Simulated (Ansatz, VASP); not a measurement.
# PbSe: VASP beside Ansatz

```xyz
2
Lattice="3.7843 0.0000 0.0000 0.0000 3.7843 0.0000 0.0000 0.0000 3.7843" Properties=species:S:1:pos:R:3 pbc="T T T"
Pb    0.0000    0.0000    0.0000
Se    1.8922    1.8922    1.8922
```

Alike in both runs: functional BLYP; k mesh 7 × 7 × 7; occupations fermi-dirac, width 0.05 eV; no spin polarisation.

```csv
,VASP,Ansatz
version,VASP 6.6.1,Ansatz 0.2.0
potentials or method,"VASP PAW PBE potentials, release 64 (Pb_d, Se)",Ansatz PAW
plane-wave cutoff (eV),520,420
valence electrons in the cell,20,30
task,single point,band structure
```

VASP gave:

| Item | Value |
| --- | --- |
| gap on the k mesh at the Fermi level (eV) | none |
| pressure (GPa) | 4.0 |

Task: Which values does Ansatz return?

Result: gap on the k mesh at the Fermi level (eV): none; pressure (GPa): 3.9.

VASP's potentials were made for PBE, not for BLYP. A gap of «none» marks a metal or a gap that the smearing closes. With one functional, cell and mesh, what is left measures potentials, basis and numerics. VASP's potentials hold 20 valence electrons a cell and Ansatz's 30, so a difference there can come from the potentials and not from the codes.

Neither program's run includes spin-orbit coupling.
